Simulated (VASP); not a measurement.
# C (Amm2) in VASP: further runs

Runs on C. Level: PBE. Tasks: single point.

The COD entry that gives the cell may itself be a prediction, so a difference from it is no test against experiment.

Everything below comes from runs of VASP 6.6.1. Logs are shortened: lines on timing, memory, paths and dates and some standing lists are left out, and cuts for length are marked.

### Step 1. The cell of the first run

The structure is orthorhombic, space group Amm2 (No. 38). The conventional cell has a = 8.305 Å, b = 2.518 Å, c = 4.361 Å, α = 90.00°, β = 90.00°, γ = 90.00°. C (site symmetry m) has 4 C at 1.53 to 1.57 Å within 2.0 Å. C (site symmetry m) has 4 C at 1.52 to 1.56 Å within 2.0 Å. Within 2.0 Å of C (site symmetry m) lie 4 C at 1.53 to 1.57 Å. C (site symmetry m) has 4 C at 1.52 to 1.57 Å within 2.0 Å.

### Step 2. Single point, PBE

INCAR

```
SYSTEM = C
ALGO = Normal ; EDIFF = 1E-7
ENCUT = 520 ; GGA = PE
ISIF = 2 ; ISMEAR = 0
LASPH = .TRUE. ; LCHARG = .FALSE.
LREAL = .FALSE. ; LWAVE = .FALSE.
NBANDS = 26 ; NELM = 100
PREC = Accurate ; SIGMA = 0.05
```

KPOINTS

```
k-points
0
G
  12 12 4
  0 0 0
```

POSCAR

```
C
1.0
    2.5180642186      0.0000000000      0.0000000000
   -1.2590321093      2.1807075817      0.0000000000
    0.0000000000      0.0000000000      8.3046919353
C
8
Direct
   -0.0027514005     -0.0055028011      0.0929732494
   -0.0027514005     -0.0055028011      0.5929732494
   -0.0027514005     -0.0055028011      0.4070267506
   -0.0027514005     -0.0055028011      0.9070267506
    0.3360847339      0.6721694677      0.1555299995
    0.6694180672      0.3388361344      0.6555299995
    0.3360847339      0.6721694677      0.3444700005
    0.6694180672      0.3388361344      0.8444700005
```

Potentials or basis: VASP PAW PBE potentials, release 64 (C).

Run with:

```
> cat potpaw_PBE.64/C/POTCAR > POTCAR
> mpirun -np 1 vasp_std > vasp.out
```

OUTCAR:

```text
SYSTEM = C
   EDIFF = 1E-7
   ENCUT = 520
   GGA = PE
   ISIF = 2
   ISMEAR = 0
   LASPH = .TRUE.
   LREAL = .FALSE.
   NELM = 100
   PREC = Accurate

 ion  position               nearest neighbor table
   1  0.997  0.994  0.093-   5 1.53   5 1.53   4 1.54   5 1.57
   2  0.997  0.994  0.593-   6 1.52   3 1.54   6 1.56   6 1.56
   3  0.997  0.994  0.407-   7 1.53   7 1.53   2 1.54   7 1.57
   4  0.997  0.994  0.907-   8 1.52   1 1.54   8 1.56   8 1.56
   5  0.336  0.672  0.156-   1 1.53   1 1.53   1 1.57   7 1.57
   6  0.669  0.339  0.656-   2 1.52   2 1.56   2 1.56   8 1.57
   7  0.336  0.672  0.344-   3 1.53   3 1.53   3 1.57   5 1.57
   8  0.669  0.339  0.844-   4 1.52   4 1.56   4 1.56   6 1.57

  LATTYP: Found a hexagonal cell.
 ALAT       =     2.5180642186
 C/A-ratio  =     3.2980461237

  Lattice vectors:

 A1 = (   2.5180642186,   0.0000000000,   0.0000000000)
 A2 = (  -1.2590321093,   2.1807075817,   0.0000000000)
 A3 = (   0.0000000000,   0.0000000000,   8.3046919353)

Analysis of symmetry for initial positions (statically):
=====================================================================
 Subroutine PRICEL returns:
 Original cell was already a primitive cell.

 Routine SETGRP: Setting up the symmetry group for a
 hexagonal supercell.

 Subroutine GETGRP returns: Found  4 space group operations
 (whereof  2 operations were pure point group operations)
 out of a pool of 24 trial point group operations.

The static configuration has the point symmetry C_1h.
 The point group associated with its full space group is C_2v.

Analysis of symmetry for dynamics (positions and initial velocities):
=====================================================================
 Subroutine PRICEL returns:
 Original cell was already a primitive cell.

 Routine SETGRP: Setting up the symmetry group for a
 hexagonal supercell.

 Subroutine GETGRP returns: Found  4 space group operations
 (whereof  2 operations were pure point group operations)
 out of a pool of 24 trial point group operations.

The dynamic configuration has the point symmetry C_1h.
 The point group associated with its full space group is C_2v.

 Subroutine INISYM returns: Found  4 space group operations
 (whereof  2 operations are pure point group operations),
 and found     1 'primitive' translations

----------------------------------------------------------------------------------------

                                     Primitive cell

  volume of cell :      45.6024

  direct lattice vectors                    reciprocal lattice vectors
     2.518064219  0.000000000  0.000000000     0.397130459  0.229283378  0.000000000
    -1.259032109  2.180707582  0.000000000     0.000000000  0.458566755  0.000000000
     0.000000000  0.000000000  8.304691935     0.000000000  0.000000000  0.120413859

  length of vectors
     2.518064219  2.518064219  8.304691935     0.458566755  0.458566755  0.120413859

  position of ions in fractional coordinates (direct lattice)
     0.997248599  0.994497199  0.092973249
     0.997248599  0.994497199  0.592973249
     0.997248599  0.994497199  0.407026751
     0.997248599  0.994497199  0.907026751
     0.336084734  0.672169468  0.155529999
     0.669418067  0.338836134  0.655529999
     0.336084734  0.672169468  0.344470001
     0.669418067  0.338836134  0.844470001

  ion indices of the primitive-cell ions
   primitive index   ion index
                 1           1
                 2           2
                 3           3
                 4           4
                 5           5
                 6           6
                 7           7
                 8           8

----------------------------------------------------------------------------------------

 KPOINTS: k-points

Automatic generation of k-mesh.
 Grid dimensions read from file:
 generate k-points for:   12   12    4

 Generating k-lattice:

  Cartesian coordinates                     Fractional coordinates (reciprocal lattice)
     0.033094205  0.019106948  0.000000000     0.083333333  0.000000000  0.000000000
     0.000000000  0.038213896  0.000000000     0.000000000  0.083333333  0.000000000
     0.000000000  0.000000000  0.030103465     0.000000000  0.000000000  0.250000000

  Length of vectors
     0.038213896  0.038213896  0.030103465

  Shift w.r.t. Gamma in fractional coordinates (k-lattice)
     0.000000000  0.000000000  0.000000000

 Subroutine IBZKPT returns following result:
 ===========================================

 Found    129 irreducible k-points:

 Following reciprocal coordinates:
            Coordinates               Weight
  0.000000  0.000000  0.000000      1.000000
  0.083333 -0.000000  0.000000      4.000000
  0.000000  0.083333  0.000000      2.000000
  0.166667 -0.000000  0.000000      4.000000
  0.000000  0.166667  0.000000      2.000000
  0.250000 -0.000000  0.000000      4.000000
[... 16 lines left out ...]
 -0.083333  0.416667  0.000000      4.000000
 -0.416667  0.333333  0.000000      4.000000
 [... further k-points ...]
   k-points           NKPTS =    129   k-points in BZ     NKDIM =    129   number of bands    NBANDS=     26
   number of dos      NEDOS =    301   number of ions     NIONS =      8
   total plane-waves  NPLWV =  25600
   dimension x,y,z NGX =    20 NGY =   20 NGZ =   64
   dimension x,y,z NGXF=    40 NGYF=   40 NGZF=  128
   ions per type =               8
   NGX,Y,Z   is equivalent  to a cutoff of  13.20, 13.20, 12.81 a.u.
   NGXF,Y,Z  is equivalent  to a cutoff of  26.41, 26.41, 25.62 a.u.
 SYSTEM =  C
   PREC   = accura    normal or accurate (medium, high low for compatibility)
   ISTART =      0    job   : 0-new  1-cont  2-samecut
   ICHARG =      2    charge: 1-file 2-atom 10-const
   ISPIN  =      1    spin polarized calculation?
   LNONCOLLINEAR =      F non collinear calculations
   LSORBIT =      F    spin-orbit coupling
   LASPH  =      T    aspherical Exc in radial PAW
   ENCUT  =  520.0 eV  38.22 Ry    6.18 a.u.   4.68  4.68 15.44*2*pi/ulx,y,z
   NELM   =    100;   NELMIN=  2; NELMDL= -5     # of ELM steps
   EDIFF  = 0.1E-06   stopping-criterion for ELM
   LREAL  =      F    real-space projection
   EDIFFG = 0.1E-05   stopping-criterion for IOM
   NSW    =      0    number of steps for IOM
   IBRION =     -1    ionic relax: 0-MD 1-quasi-New 2-CG
   NFREE  =      0    steps in history (QN), initial steepest desc. (CG)
   ISIF   =      2    stress and relaxation
   ISYM   =      2    0-nonsym 1-usesym 2-fastsym
   POTIM  = 0.5000    time-step for ionic-motion
   TEBEG  =    0.0;   TEEND  =   0.0 temperature during run
   PSTRESS=    0.0 pullay stress
   NELECT =      32.0000    total number of electrons
   NUPDOWN=      -1.0000    fix difference up-down
   EMIN   =  10.00;   EMAX   =-10.00  energy-range for DOS
   EFERMI =   0.00;   METHOD = LEGACY
   ISMEAR =     0;   SIGMA  =   0.05  broadening in eV -4-tet -1-fermi 0-gaus
   EFERMI_NEDOS =   21; number of points for ismear=-14 and -15
   IALGO  =     38    algorithm
   IMIX   =      4    mixing-type and parameters
     AMIX     =   0.40;   BMIX     =  1.00
     AMIX_MAG =   1.60;   BMIX_MAG =  1.00
  volume/ion in A,a.u.               =       5.70        38.47
  Fermi-wavevector in a.u.,A,eV,Ry     =   1.454774  2.749124 28.794932  2.116368
  Thomas-Fermi vector in A             =   2.571886
   LORBIT       =      0    0 simple, 1 ext, 2 COOP (PROOUT), +10 PAW based schemes
   GGA     = PE    functional components
   LHFCALC =     F    Hartree Fock is set to
   AEXX    =    0.0000 exact exchange contribution
   IVDW    =     0    specifies the selected vdW correction
   LEPSILON=     F    determine dielectric tensor
   LRPA    =     F    only Hartree local field effects (RPA)
 non-spin polarized calculation
 Gauss-broadening in eV      SIGMA  =   0.05
  energy-cutoff  :      520.00
  volume of cell :       45.60
 maximum number of plane-waves:      1243
   NGX =  9   NGY =  9   NGZ = 31

 number of electron      31.9999996 magnetization

 Free energy of the ion-electron system (eV)
  ---------------------------------------------------
  ext. energy  EPLUGINS =         0.00000000
  ---------------------------------------------------
  free energy    TOTEN  =       -72.63364377 eV

  energy without entropy =      -72.63364377  energy(sigma->0) =      -72.63364377

 E-fermi :  10.0739     XC(G=0): -13.2239

 val. band max:        9.8323132033   @ k =   0.0000   0.0000   0.0000
 cond. band min:      14.2890931149   @ k =   0.4167  -0.0000   0.0000
 fundamental gap:      4.4567799116
 Fermi energy:        10.0738942930

 k-point     1 :       0.0000    0.0000    0.0000
  band No.  band energies     occupation
      1     -11.7681      2.00000
      2     -10.1310      2.00000
      3     -10.0278      2.00000
      4      -6.1260      2.00000
      5      -3.6714      2.00000
      6       2.9622      2.00000
[... 18 lines left out ...]
     25      18.0288      0.00000
     26      18.2064      0.00000

 k-point     2 :       0.0833   -0.0000    0.0000
  band No.  band energies     occupation
      1     -11.5969      2.00000
      2      -9.9623      2.00000
      3      -9.8599      2.00000
      4      -5.9732      2.00000
      5      -3.5136      2.00000
      6       3.0469      2.00000
[... 18 lines left out ...]
     25      18.4555      0.00000
     26      18.7896      0.00000

 k-point     3 :       0.0000    0.0833    0.0000
  band No.  band energies     occupation
      1     -11.5969      2.00000
      2      -9.9623      2.00000
      3      -9.8599      2.00000
      4      -5.9732      2.00000
      5      -3.5136      2.00000
      6       3.0468      2.00000
[... 572 lines left out ...]
 k-point    23 :      -0.0833    0.4167    0.0000
  band No.  band energies     occupation
      1      -8.2648      2.00000
      2      -6.6946      2.00000
      3      -6.6389      2.00000
      4      -3.0618      2.00000
      5      -2.3752      2.00000
      6      -1.0239      2.00000
[... 18 lines left out ...]
     25      20.9082      0.00000
     26      21.6344      0.00000

 k-point    24 :      -0.4167    0.3333    0.0000
  band No.  band energies     occupation
      1      -8.2644      2.00000
      2      -6.6942      2.00000
      3      -6.6390      2.00000
      4      -3.0627      2.00000
      5      -2.3737      2.00000
      6      -1.0297      2.00000
[... 18 lines left out ...]
     25      20.8828      0.00000
     26      21.5788      0.00000

 [... further k-points ...]
[... 5 lines left out ...]
  --------------------------------------------------------------------------------------
  -------------------------------------------------------------------------------------
  Total        0.2329500      0.2941417      0.2074616      0.0000000      0.0000000      0.0000000
  in kB        8.1843744     10.3342597      7.2888758      0.0000000      0.0000000      0.0000000
  external PRESSURE =       8.6025033 kB  Pullay stress =       0.0000000 kB

 VOLUME and BASIS-vectors are now :
 -----------------------------------------------------------------------------
  energy-cutoff  :      520.00
  volume of cell :       45.60
      direct lattice vectors                 reciprocal lattice vectors
     2.518064219  0.000000000  0.000000000     0.397130459  0.229283378  0.000000000
    -1.259032109  2.180707582  0.000000000     0.000000000  0.458566755  0.000000000
     0.000000000  0.000000000  8.304691935     0.000000000  0.000000000  0.120413859

 POSITION                                       TOTAL-FORCE (eV/Angst)
 -----------------------------------------------------------------------------------
      1.25903      2.16871      0.77211         0.000000      0.732634     -0.020726
      1.25903      2.16871      4.92446        -0.000000      0.779440     -0.021614
      1.25903      2.16871      3.38023         0.000000      0.732634      0.020726
      1.25903      2.16871      7.53258        -0.000000      0.779440      0.021614
      0.00000      1.46581      1.29163         0.000000     -0.732887      0.024370
      1.25903      0.73890      5.44397        -0.000000     -0.779187      0.025236
      0.00000      1.46581      2.86072         0.000000     -0.732887     -0.024370
      1.25903      0.73890      7.01306        -0.000000     -0.779187     -0.025236
 -----------------------------------------------------------------------------------
    total drift:                               -0.000001     -0.000650     -0.000000

  FREE ENERGIE OF THE ION-ELECTRON SYSTEM (eV)
  ---------------------------------------------------
  free  energy   TOTEN  =       -72.6336437659 eV

  energy  without entropy=      -72.6336437659  energy(sigma->0) =      -72.63364377
```

Run time: 2 min. Hardware: 1 thread of AMD EPYC 9R14 (Zen 4), shared host; peak memory 0.19 GiB.

What came out:

```yaml
Free_energy: -72.6336 eV
Pressure: 0.9 GPa
Largest_force: 0.780 eV/Å
Band_gap_on_the_k_mesh: 4.46 eV, indirect (least direct gap 5.18 eV)
```

Forces in eV/Å, atoms in the order of the input:
```
C    0.000  0.733 -0.021
C    0.000  0.779 -0.022
C    0.000  0.733  0.021
C    0.000  0.779  0.022
C    0.000 -0.733  0.024
C    0.000 -0.779  0.025
C    0.000 -0.733 -0.024
C    0.000 -0.779 -0.025
```

Stress tensor (GPa, compression positive):
```
0.82 0.00 0.00
0.00 1.03 0.00
0.00 0.00 0.73
```

Levels at points of the mesh, in eV from the valence-band top:
```
           k point  band 14  band 15  band 16  band 17  band 18  band 19
(0.00, 0.00, 0.00)    -0.26     0.00     0.00     5.18     5.19     5.41
(0.50, 0.00, 0.00)    -4.68    -3.70    -2.99     4.52     5.52     5.91
(0.00, 0.50, 0.00)    -4.70    -3.70    -2.99     4.55     5.52     5.94
(0.00, 0.00, 0.50)    -0.87    -0.47    -0.47     5.72     5.73     6.25
(0.50, 0.00, 0.50)    -4.68    -3.72    -3.64     4.83     4.89     6.83
(0.00, 0.50, 0.50)    -4.61    -3.77    -3.61     4.83     4.95     6.73
```

A k mesh can miss the band edges. Expect the measured gap to be larger: semilocal functionals such as PBE lack the derivative discontinuity.

### Step 3. Single point, PBE

INCAR

```
PREC = Accurate ; ENCUT = 520
EDIFF = 1E-6 ; ISMEAR = 0
SIGMA = 0.05 ; LREAL = False
LASPH = True ; NELM = 80
ALGO = Normal ; ISIF = 2
LWAVE = False ; LCHARG = False
GGA = PE ; NBANDS = 26
```

KPOINTS

```
Automatic mesh
0
Gamma
  12 12 4
```

POSCAR

```
C
1.0
    2.5180642186      0.0000000000      0.0000000000
   -1.2590321093      2.1807075817      0.0000000000
    0.0000000000      0.0000000000      8.3046919353
C
8
Direct
   -0.0082542016     -0.0165084032      0.0929732494
   -0.0082542016     -0.0165084032      0.5929732494
   -0.0082542016     -0.0165084032      0.4070267506
   -0.0082542016     -0.0165084032      0.9070267506
    0.3415875349      0.6831750699      0.1555299995
    0.6749208683      0.3498417365      0.6555299995
    0.3415875349      0.6831750699      0.3444700005
    0.6749208683      0.3498417365      0.8444700005
```

Potentials or basis: VASP PAW PBE potentials, release 64 (C).

Run with:

```
> cat potpaw_PBE.64/C/POTCAR > POTCAR
> mpirun -np 1 vasp_std > vasp.out
```

OUTCAR:

```text
PREC = Accurate
   ENCUT = 520
   EDIFF = 1E-6
   ISMEAR = 0
   LREAL = False
   LASPH = True
   NELM = 80
   ISIF = 2
   GGA = PE

 ion  position               nearest neighbor table
   1  0.992  0.983  0.093-   5 1.51   5 1.51   4 1.54   5 1.61
   2  0.992  0.983  0.593-   6 1.48   3 1.54   6 1.58   6 1.58
   3  0.992  0.983  0.407-   7 1.51   7 1.51   2 1.54   7 1.61
   4  0.992  0.983  0.907-   8 1.48   1 1.54   8 1.58   8 1.58
[... 913 lines left out ...]
  -------------------------------------------------------------------------------------
  Total        0.5942203      1.1554831      0.5039567      0.0000000      0.0000000      0.0000000
  in kB       20.8771057     40.5962955     17.7058188      0.0000000      0.0000000      0.0000000
  external PRESSURE =      26.3930733 kB  Pullay stress =       0.0000000 kB

 VOLUME and BASIS-vectors are now :
 -----------------------------------------------------------------------------
  energy-cutoff  :      520.00
  volume of cell :       45.60
      direct lattice vectors                 reciprocal lattice vectors
     2.518064219  0.000000000  0.000000000     0.397130459  0.229283378  0.000000000
    -1.259032109  2.180707582  0.000000000     0.000000000  0.458566755  0.000000000
     0.000000000  0.000000000  8.304691935     0.000000000  0.000000000  0.120413859

 POSITION                                       TOTAL-FORCE (eV/Angst)
 -----------------------------------------------------------------------------------
      1.25903      2.14471      0.77211        -0.000000      2.052790     -0.166721
      1.25903      2.14471      4.92446         0.000000      2.476183     -0.190846
      1.25903      2.14471      3.38023        -0.000000      2.052790      0.166721
      1.25903      2.14471      7.53258         0.000000      2.476183      0.190846
     -0.00000      1.48981      1.29163         0.000000     -2.055259      0.178602
      1.25903      0.76290      5.44397        -0.000000     -2.473714      0.202277
     -0.00000      1.48981      2.86072         0.000000     -2.055259     -0.178602
      1.25903      0.76290      7.01306        -0.000000     -2.473714     -0.202277
 -----------------------------------------------------------------------------------
    total drift:                               -0.000000     -0.000131      0.000000

  FREE ENERGIE OF THE ION-ELECTRON SYSTEM (eV)
  ---------------------------------------------------
  free  energy   TOTEN  =       -72.3435730650 eV

  energy  without entropy=      -72.3435730650  energy(sigma->0) =      -72.34357306
```

OSZICAR:

```text
N       E                     dE             d eps       ncg     rms          rms(c)
DAV:   1     0.644901176548E+02    0.64490E+02   -0.16604E+04  6708   0.119E+03
DAV:   2    -0.697205985303E+02   -0.13421E+03   -0.12636E+03  8798   0.230E+02
DAV:   3    -0.748521710843E+02   -0.51316E+01   -0.50881E+01  9118   0.397E+01
DAV:   4    -0.749015078153E+02   -0.49337E-01   -0.49233E-01  8506   0.426E+00
DAV:   5    -0.749023744730E+02   -0.86666E-03   -0.86594E-03  8974   0.514E-01    0.111E+01
DAV:   6    -0.729820984817E+02    0.19203E+01   -0.12554E+00  7638   0.604E+00    0.662E+00
DAV:   7    -0.723397503604E+02    0.64235E+00   -0.15354E+00  8046   0.689E+00    0.142E+00
DAV:   8    -0.723433127752E+02   -0.35624E-02   -0.38566E-02  8586   0.108E+00    0.105E-01
DAV:   9    -0.723434929236E+02   -0.18015E-03   -0.69549E-04  8828   0.173E-01    0.360E-02
DAV:  10    -0.723435569163E+02   -0.63993E-04   -0.64465E-05  8222   0.534E-02    0.143E-02
DAV:  11    -0.723435726118E+02   -0.15695E-04   -0.12882E-05  8326   0.247E-02    0.252E-03
DAV:  12    -0.723435730650E+02   -0.45321E-06   -0.56286E-07  6152   0.524E-03
   1 F= -.72343573E+02 E0= -.72343573E+02  d E =-.329174E-11
```

Wall time 1.8 min (1 thread of AMD EPYC 9R14 (Zen 4), shared host); peak memory 0.19 GiB.

What came out:

| Quantity | Value |
| --- | --- |
| Free energy | -72.3436 eV |
| Pressure | 2.6 GPa |
| Largest force | 2.484 eV/Å |
| Band gap on the k mesh | 3.91 eV, indirect (least direct gap 4.45 eV) |

Forces on the atoms (eV/Å):
```
C    0.000  2.053 -0.167
C    0.000  2.476 -0.191
C    0.000  2.053  0.167
C    0.000  2.476  0.191
C    0.000 -2.055  0.179
C    0.000 -2.474  0.202
C    0.000 -2.055 -0.179
C    0.000 -2.474 -0.202
```

Stress tensor (GPa, compression positive):
```
2.09 0.00 0.00
0.00 4.06 0.00
0.00 0.00 1.77
```

Caveat: forces of over 1 eV/Å act on the atoms, so gaps and moduli don't describe the material at rest. A k mesh can miss the band edges.

(Part 1 of 2 ends here.)
